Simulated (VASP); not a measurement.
A run of VASP 6.6.1:

The input INCAR:

```
SYSTEM = CuNi2O3
  ALGO = Normal
  EDIFF = 1E-7
  ENCUT = 520
  GGA = PE
  ISIF = 2
  ISMEAR = 0
  ISPIN = 2
  LASPH = .TRUE.
  LCHARG = .FALSE.
  LMAXMIX = 4
  LORBIT = 11
  LREAL = .FALSE.
  LWAVE = .FALSE.
  MAGMOM = -0.25 1.46 1.46 0.23 0.12 0.12
  NBANDS = 38
  NELM = 150
  PREC = Accurate
  SIGMA = 0.1
```

The input KPOINTS:

```
k-points
0
G
  12 12 4
  0 0 0
```

POSCAR

```
CuNi2O3
1.0
    2.9693093739      0.0000000000      0.0000000000
   -1.4846546870      2.5714973495      0.0000000000
    0.0000000000      0.0000000000      7.3739259258
Cu Ni O
1 2 3
Direct
    0.0000000000      0.0000000000      0.0000000000
    0.3333333333      0.6666666667      0.6666225975
    0.6666666667      0.3333333333      0.3333774025
    0.0000000000      0.0000000000      0.5000000000
    0.3333333333      0.6666666667      0.1825481623
    0.6666666667      0.3333333333      0.8174518377
```

Potentials or basis: VASP PAW PBE potentials, release 64 (Cu, Ni, O).

Command:

```console
$ cat potpaw_PBE.64/Cu/POTCAR potpaw_PBE.64/Ni/POTCAR potpaw_PBE.64/O/POTCAR > POTCAR
$ mpirun -np 1 vasp_std > vasp.out
```

Hardware: 1 thread of Intel Xeon 8259CL (shared host).

**Question.** How long does it take, and how much memory?

**Answer.** Run time: 7.9 min on 1 thread of Intel Xeon 8259CL, on a shared host, peak memory 0.35 GiB. Counts: scf iterations 19, k points 69.
